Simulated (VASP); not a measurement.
# LiH (Pm-3m) in VASP: notebook

Runs on LiH. Level: PBEsol. Tasks: single point.

Everything below comes from runs of VASP 6.6.1. Logs are shortened: lines on timing, memory, paths and dates and some standing lists are left out, and cuts for length are marked.

**1. The cell of the first run**

It takes space group Pm-3m (No. 221, cubic). The conventional cell has a = 2.502 Å, b = 2.502 Å, c = 2.502 Å, α = 90.00°, β = 90.00°, γ = 90.00°. Li (site symmetry m-3m) has 8 H at 2.17 Å and 6 Li at 2.50 Å within 2.9 Å. H (site symmetry m-3m) has 8 Li at 2.17 Å and 6 H at 2.50 Å within 2.9 Å.

**2. Single point, PBEsol**

Contents of INCAR:

```
SYSTEM = LiH
  PREC = Accurate
  ENCUT = 520
  EDIFF = 1E-7
  ISMEAR = 1
  SIGMA = 0.05
  LREAL = .False.
  LASPH = .True.
  NELM = 100
  ALGO = Normal
  ISIF = 2
  LWAVE = .False.
  LCHARG = .True.
  GGA = PS
  LELF = .True.
  LVHAR = .True.
  NBANDS = 9
```

Contents of KPOINTS:

```
regular mesh
0
Gamma
  8 8 8
  0 0 0
```

Contents of POSCAR:

```
LiH
1.0
    2.5016587118      0.0000000000      0.0000000000
    0.0000000000      2.5016587118      0.0000000000
    0.0000000000      0.0000000000      2.5016587118
Li H
1 1
Direct
    0.0000000000      0.0000000000      0.0000000000
    0.5000000000      0.5000000000      0.5000000000
```

Potentials or basis: VASP PAW PBE potentials, release 64 (Li_sv, H).

On the command line:

```bash
$ cat potpaw_PBE.64/Li_sv/POTCAR potpaw_PBE.64/H/POTCAR > POTCAR
$ mpirun -np 1 vasp_std > vasp.out
```

OUTCAR:

```text
SYSTEM = LiH
   PREC = Accurate
   ENCUT = 520
   EDIFF = 1E-7
   ISMEAR = 1
   LREAL = .False.
   LASPH = .True.
   NELM = 100
   ISIF = 2
   GGA = PS

 ion  position               nearest neighbor table
   1  0.000  0.000  0.000-
   2  0.500  0.500  0.500-

  LATTYP: Found a simple cubic cell.
 ALAT       =     2.5016587118

  Lattice vectors:

 A1 = (   2.5016587118,   0.0000000000,   0.0000000000)
 A2 = (   0.0000000000,   2.5016587118,   0.0000000000)
 A3 = (   0.0000000000,   0.0000000000,   2.5016587118)

Analysis of symmetry for initial positions (statically):
=====================================================================
 Subroutine PRICEL returns:
 Original cell was already a primitive cell.

 Routine SETGRP: Setting up the symmetry group for a
 simple cubic supercell.

 Subroutine GETGRP returns: Found 48 space group operations
 (whereof 48 operations were pure point group operations)
 out of a pool of 48 trial point group operations.

The static configuration has the point symmetry O_h .

Analysis of symmetry for dynamics (positions and initial velocities):
=====================================================================
 Subroutine PRICEL returns:
 Original cell was already a primitive cell.

 Routine SETGRP: Setting up the symmetry group for a
 simple cubic supercell.

 Subroutine GETGRP returns: Found 48 space group operations
 (whereof 48 operations were pure point group operations)
 out of a pool of 48 trial point group operations.

The dynamic configuration has the point symmetry O_h .

 Subroutine INISYM returns: Found 48 space group operations
 (whereof 48 operations are pure point group operations),
 and found     1 'primitive' translations

----------------------------------------------------------------------------------------

                                     Primitive cell

  volume of cell :      15.6561

  direct lattice vectors                    reciprocal lattice vectors
     2.501658712  0.000000000  0.000000000     0.399734782  0.000000000  0.000000000
     0.000000000  2.501658712  0.000000000     0.000000000  0.399734782  0.000000000
     0.000000000  0.000000000  2.501658712     0.000000000  0.000000000  0.399734782

  length of vectors
     2.501658712  2.501658712  2.501658712     0.399734782  0.399734782  0.399734782

  position of ions in fractional coordinates (direct lattice)
     0.000000000  0.000000000  0.000000000
     0.500000000  0.500000000  0.500000000

  ion indices of the primitive-cell ions
   primitive index   ion index
                 1           1
                 2           2

----------------------------------------------------------------------------------------

 KPOINTS: regular mesh

Automatic generation of k-mesh.
 Grid dimensions read from file:
 generate k-points for:    8    8    8

 Generating k-lattice:

  Cartesian coordinates                     Fractional coordinates (reciprocal lattice)
     0.049966848  0.000000000  0.000000000     0.125000000  0.000000000  0.000000000
     0.000000000  0.049966848  0.000000000     0.000000000  0.125000000  0.000000000
     0.000000000  0.000000000  0.049966848     0.000000000  0.000000000  0.125000000

  Length of vectors
     0.049966848  0.049966848  0.049966848

  Shift w.r.t. Gamma in fractional coordinates (k-lattice)
     0.000000000  0.000000000  0.000000000

 Subroutine IBZKPT returns following result:
 ===========================================

 Found     35 irreducible k-points:

 Following reciprocal coordinates:
            Coordinates               Weight
  0.000000  0.000000  0.000000      1.000000
  0.125000  0.000000  0.000000      6.000000
  0.250000  0.000000  0.000000      6.000000
  0.375000  0.000000  0.000000      6.000000
  0.500000  0.000000  0.000000      3.000000
  0.125000  0.125000  0.000000     12.000000
[... 16 lines left out ...]
  0.375000  0.375000  0.125000     24.000000
  0.500000  0.375000  0.125000     24.000000
 [... further k-points ...]
   k-points           NKPTS =     35   k-points in BZ     NKDIM =     35   number of bands    NBANDS=      9
   number of dos      NEDOS =    301   number of ions     NIONS =      2
   total plane-waves  NPLWV =   8000
   dimension x,y,z NGX =    20 NGY =   20 NGZ =   20
   dimension x,y,z NGXF=    40 NGYF=   40 NGZF=   40
   ions per type =               1   1
   NGX,Y,Z   is equivalent  to a cutoff of  13.29, 13.29, 13.29 a.u.
   NGXF,Y,Z  is equivalent  to a cutoff of  26.58, 26.58, 26.58 a.u.
 SYSTEM =  LiH
   PREC   = accura    normal or accurate (medium, high low for compatibility)
   ISTART =      0    job   : 0-new  1-cont  2-samecut
   ICHARG =      2    charge: 1-file 2-atom 10-const
   ISPIN  =      1    spin polarized calculation?
   LNONCOLLINEAR =      F non collinear calculations
   LSORBIT =      F    spin-orbit coupling
   LASPH  =      T    aspherical Exc in radial PAW
   ENCUT  =  520.0 eV  38.22 Ry    6.18 a.u.   4.65  4.65  4.65*2*pi/ulx,y,z
   NELM   =    100;   NELMIN=  2; NELMDL= -5     # of ELM steps
   EDIFF  = 0.1E-06   stopping-criterion for ELM
   LREAL  =      F    real-space projection
   EDIFFG = 0.1E-05   stopping-criterion for IOM
   NSW    =      0    number of steps for IOM
   IBRION =     -1    ionic relax: 0-MD 1-quasi-New 2-CG
   NFREE  =      0    steps in history (QN), initial steepest desc. (CG)
   ISIF   =      2    stress and relaxation
   ISYM   =      2    0-nonsym 1-usesym 2-fastsym
   POTIM  = 0.5000    time-step for ionic-motion
   TEBEG  =    0.0;   TEEND  =   0.0 temperature during run
   PSTRESS=    0.0 pullay stress
   NELECT =       4.0000    total number of electrons
   NUPDOWN=      -1.0000    fix difference up-down
   EMIN   =  10.00;   EMAX   =-10.00  energy-range for DOS
   EFERMI =   0.00;   METHOD = LEGACY
   ISMEAR =     1;   SIGMA  =   0.05  broadening in eV -4-tet -1-fermi 0-gaus
   EFERMI_NEDOS =   21; number of points for ismear=-14 and -15
   IALGO  =     38    algorithm
   IMIX   =      4    mixing-type and parameters
     AMIX     =   0.40;   BMIX     =  1.00
     AMIX_MAG =   1.60;   BMIX_MAG =  1.00
  volume/ion in A,a.u.               =       7.83        52.83
  Fermi-wavevector in a.u.,A,eV,Ry     =   1.038804  1.963054 14.682222  1.079113
  Thomas-Fermi vector in A             =   2.173305
   LORBIT       =      0    0 simple, 1 ext, 2 COOP (PROOUT), +10 PAW based schemes
   GGA     = PS    functional components
   LHFCALC =     F    Hartree Fock is set to
   AEXX    =    0.0000 exact exchange contribution
   IVDW    =     0    specifies the selected vdW correction
   LEPSILON=     F    determine dielectric tensor
   LRPA    =     F    only Hartree local field effects (RPA)
 non-spin polarized calculation
 Methfessel and Paxton  Order N= 1 SIGMA  =   0.05
  energy-cutoff  :      520.00
  volume of cell :       15.66
 maximum number of plane-waves:       441
 NGX is ok and might be reduce to    20
   NGX =  9   NGY =  9   NGZ =  9

 number of electron       4.0000012 magnetization

 Free energy of the ion-electron system (eV)
  ---------------------------------------------------
  ext. energy  EPLUGINS =         0.00000000
  ---------------------------------------------------
  free energy    TOTEN  =        -5.66771560 eV

  energy without entropy =       -5.66772126  energy(sigma->0) =       -5.66771749

 E-fermi :   3.7232     XC(G=0):  -8.7396

 val. band max:        3.6811144566   @ k =   0.5000   0.5000   0.5000
 cond. band min:       4.1501139349   @ k =   0.5000   0.0000   0.0000
 fundamental gap:      0.4689994783
 Fermi energy:         3.7232085639

 k-point     1 :       0.0000    0.0000    0.0000
  band No.  band energies     occupation
      1     -43.9038      2.00000
      2      -5.3230      2.00000
      3      15.4214      0.00000
      4      15.4214      0.00000
      5      15.4214      0.00000
      6      16.2212      0.00000
      7      18.4635      0.00000
      8      18.4635      0.00000
      9      35.1700      0.00000

 k-point     2 :       0.1250    0.0000    0.0000
  band No.  band energies     occupation
      1     -43.8955      2.00000
      2      -5.0869      2.00000
      3      11.8380      0.00000
      4      15.7729      0.00000
      5      15.7729      0.00000
      6      16.2316      0.00000
      7      18.8365      0.00000
      8      22.5518      0.00000
      9      32.9217      0.00000

 k-point     3 :       0.2500    0.0000    0.0000
  band No.  band energies     occupation
      1     -43.8752      2.00000
      2      -4.4254      2.00000
      3       8.0481      0.00000
      4      15.7273      0.00000
      5      16.8102      0.00000
      6      16.8102      0.00000
      7      19.9529      0.00000
      8      28.2926      0.00000
      9      28.8947      0.00000

 k-point     4 :       0.3750    0.0000    0.0000
  band No.  band energies     occupation
      1     -43.8550      2.00000
      2      -3.5481      2.00000
      3       5.2690      0.00000
      4      15.2228      0.00000
      5      18.4261      0.00000
      6      18.4261      0.00000
      7      21.7955      0.00000
      8      25.2569      0.00000
      9      25.2569      0.00000
[... 205 lines left out ...]
 k-point    22 :       0.5000    0.2500    0.1250
  band No.  band energies     occupation
      1     -43.8141      2.00000
      2      -1.3923      2.00000
      3       4.7356      0.00000
      4      10.1618      0.00000
      5      14.1733      0.00000
      6      18.1972      0.00000
      7      20.9048      0.00000
      8      27.7032      0.00000
      9      28.5709      0.00000

 k-point    23 :       0.3750    0.3750    0.1250
  band No.  band energies     occupation
      1     -43.8038      2.00000
      2      -0.7312      2.00000
      3       6.0580      0.00000
      4       7.3133      0.00000
      5      12.9980      0.00000
      6      18.9788      0.00000
      7      22.4914      0.00000
      8      24.0311      0.00000
      9      28.0786      0.00000

 k-point    24 :       0.5000    0.3750    0.1250
  band No.  band energies     occupation
      1     -43.7962      2.00000
      2       0.1149      2.00000
      3       5.1337      0.00000
      4       7.0324      0.00000
      5      12.6193      0.00000
      6      19.4269      0.00000
      7      21.9515      0.00000
      8      25.2139      0.00000
      9      25.5315      0.00000

 [... further k-points ...]

------------------------ aborting loop because EDIFF is reached ----------------------------------------

  FORCE on cell =-STRESS in cart. coord.  units (eV):
  Direction    XX          YY          ZZ          XY          YZ          ZX
  --------------------------------------------------------------------------------------
  -------------------------------------------------------------------------------------
  Total       -0.0515976     -0.0515976     -0.0515976      0.0000000      0.0000000     -0.0000000
  in kB       -5.2802664     -5.2802664     -5.2802664      0.0000000      0.0000000     -0.0000000
  external PRESSURE =      -5.2802664 kB  Pullay stress =       0.0000000 kB

 VOLUME and BASIS-vectors are now :
 -----------------------------------------------------------------------------
  energy-cutoff  :      520.00
  volume of cell :       15.66
      direct lattice vectors                 reciprocal lattice vectors
     2.501658712  0.000000000  0.000000000     0.399734782  0.000000000  0.000000000
     0.000000000  2.501658712  0.000000000     0.000000000  0.399734782  0.000000000
     0.000000000  0.000000000  2.501658712     0.000000000  0.000000000  0.399734782

 POSITION                                       TOTAL-FORCE (eV/Angst)
 -----------------------------------------------------------------------------------
      0.00000      0.00000      0.00000         0.000000      0.000000      0.000000
      1.25083      1.25083      1.25083         0.000000      0.000000      0.000000
 -----------------------------------------------------------------------------------
    total drift:                                0.000000      0.000000      0.000000

  FREE ENERGIE OF THE ION-ELECTRON SYSTEM (eV)
  ---------------------------------------------------
  free  energy   TOTEN  =        -5.6677155991 eV

  energy  without entropy=       -5.6677212611  energy(sigma->0) =       -5.66771749
```

It took 6.4 s on 1 thread of Intel Xeon 8259CL, shared host; peak memory 0.12 GiB.

What came out:

| Item | Value |
| --- | --- |
| Free energy | -5.6677 eV |
| Band gap on the k mesh | 0.47 eV (least direct gap 4.02 eV) |

Levels at points of the mesh, in eV from the valence-band top:
```tsv
k point	band 1	band 2	band 3	band 4	band 5	band 6
(0.00, 0.00, 0.00)	-47.58	-9.00	11.74	11.74	11.74	12.54
(0.50, 0.00, 0.00)	-47.53	-6.74	0.47	11.34	16.03	16.03
(0.50, 0.50, 0.00)	-47.48	-2.74	1.27	1.27	8.87	19.26
(0.50, 0.50, 0.50)	-47.43	0.00	6.15	6.15	6.15	8.50
```

Caveat: the cutoff is under 1.25 times the usual one of these potentials, so pressure, stress and relaxed cells hold a basis-set (Pulay) error; the PAW data sets were made with another functional, which shifts forces and pressure a little.

**3. Single point, PBEsol**

Contents of INCAR:

```
SYSTEM = LiH
PREC = Accurate
ENCUT = 520
EDIFF = 1E-6
ISMEAR = 0
SIGMA = 0.01
LREAL = .False.
LASPH = .True.
NELM = 80
ALGO = Normal
ISIF = 2
LWAVE = .False.
LCHARG = .True.
GGA = PS
LELF = .True.
LVHAR = .True.
NBANDS = 9
```

Contents of KPOINTS:

```
Automatic mesh
0
Gamma
  8 8 8
  0.5 0.5 0.5
```

POSCAR is that of step 2.

Potentials or basis: VASP PAW PBE potentials, release 64 (Li_sv, H).

On the command line:

```bash
$ cat potpaw_PBE.64/Li_sv/POTCAR potpaw_PBE.64/H/POTCAR > POTCAR
$ mpirun -np 1 vasp_std > vasp.out
```

Wall time 4.6 s (1 thread of Intel Xeon 8259CL, shared host); peak memory 0.12 GiB.

It converged, with:

| Item | Value |
| --- | --- |
| Free energy | -5.6710 eV |
| Band gap on the k mesh | 1.39 eV (least direct gap 4.91 eV) |

Levels at points of the mesh, in eV from the valence-band top:
| k point | band 1 | band 2 | band 3 | band 4 | band 5 |
| --- | --- | --- | --- | --- | --- |
| (0.06, 0.06, 0.06) | -47.00 | -8.26 | 10.76 | 10.76 | 11.28 |

Caveat: the cutoff is under 1.25 times the usual one of these potentials, so pressure, stress and relaxed cells hold a basis-set (Pulay) error; the PAW data sets were made with another functional, which shifts forces and pressure a little; a shifted mesh leaves out Γ, where band edges can lie. A k mesh can miss the band edges.
